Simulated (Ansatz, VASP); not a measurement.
## C: VASP beside Ansatz

INCAR

```
SYSTEM = C
PREC     = Accurate       ! precision mode
ENCUT    = 520            ! plane-wave cutoff, eV
EDIFF    = 1E-7           ! SCF threshold, eV
ISMEAR   = 0              ! smearing method
SIGMA    = 0.05           ! smearing width, eV
LREAL    = .FALSE.        ! projectors in reciprocal space
LASPH    = .TRUE.         ! aspherical terms in the spheres
NELM     = 80             ! most SCF steps
ALGO     = Normal         ! electronic algorithm
ISIF     = 2              ! what is computed and relaxed
LWAVE    = .FALSE.        ! write WAVECAR
LCHARG   = .TRUE.         ! write CHGCAR
GGA      = PS             ! functional
LELF     = .TRUE.         ! ELF
LVHAR    = .TRUE.       
NBANDS   = 31             ! bands
```

File KPOINTS:

```
Automatic mesh
0
G
  11 7 3
  0 0 0
```

The input POSCAR:

```
C
1.0
   -2.1294220588     -1.2294315772      0.0088643343
    1.3950280734      0.0000000000     -3.6324024213
    5.2257427819     -8.6060210402      3.0004090147
C
10
Direct
    0.8333137556      0.1555174266      0.0666694635
    0.4333137556      0.3221840932      0.2666694635
    0.0333137556      0.4888507599      0.4666694635
    0.6333137556      0.6555174266      0.6666694635
    0.2333137556      0.8221840932      0.8666694635
    0.7666862444     -0.1221840932      0.9333305365
    0.3666862444      0.2111492401      0.1333305365
    0.9666862444      0.3778159068      0.3333305365
    0.5666862444      0.5444825735      0.5333305365
    0.1666862444      0.7111492401      0.7333305365
```

Input for Ansatz:

```yaml
crystal:
  lattice:
    - [-2.1294220588, -1.2294315772, 0.0088643343]
    - [1.3950280734, 0.0, -3.6324024213]
    - [5.2257427819, -8.6060210402, 3.0004090147]
  atoms:
    - { symbol: C, position: [0.8333137556, 0.1555174266, 0.0666694635] }
    - { symbol: C, position: [0.4333137556, 0.3221840932, 0.2666694635] }
    - { symbol: C, position: [0.0333137556, 0.4888507599, 0.4666694635] }
    - { symbol: C, position: [0.6333137556, 0.6555174266, 0.6666694635] }
    - { symbol: C, position: [0.2333137556, 0.8221840932, 0.8666694635] }
    - { symbol: C, position: [0.7666862444, -0.1221840932, 0.9333305365] }
    - { symbol: C, position: [0.3666862444, 0.2111492401, 0.1333305365] }
    - { symbol: C, position: [0.9666862444, 0.3778159068, 0.3333305365] }
    - { symbol: C, position: [0.5666862444, 0.5444825735, 0.5333305365] }
    - { symbol: C, position: [0.1666862444, 0.7111492401, 0.7333305365] }
basis:
  ecutwfc: 420
kpoints:
  mp_grid: { grid: [11, 7, 3] }
hamiltonian:
  xc: pbesol
scf:
  occupations: { method: gaussian, width: 0.05 }
output:
  forces: true
  stress: true
  eigenvalues: true
  write_density: true
  write_potential: true
  elf: true
  volumetric_format: npy
```

Alike in both runs: task single point; functional PBEsol; k mesh 11 × 7 × 3; occupations gaussian, width 0.05 eV; no spin polarisation.

|  | VASP | Ansatz |
| --- | --- | --- |
| version | VASP 6.6.1 | Ansatz 0.2.0 |
| potentials or method | VASP PAW PBE potentials, release 64 (C), cutoff 520 eV | scalar-relativistic, plane waves, PAW |
| valence electrons in the cell | 40 | 40 |

```csv
,VASP,Ansatz,Ansatz less VASP
gap on the k mesh at the Fermi level (eV),0.15,0.15,0.000
least direct gap on the mesh (eV),0.15,0.15,0.000
pressure (GPa),-3.8,-4.4,-0.60
"traceless stress, the component that is largest in VASP (GPa)",7.06,7.00,-0.060
rms of the force components (eV/Å),1.310,1.303,-0.0066
```

VASP's potentials were made for PBE, not for PBEsol. Atom by atom the forces differ by 0.012 eV/Å (rms over components). The functional is the same, so the differences come from potentials, cutoffs and numerics.
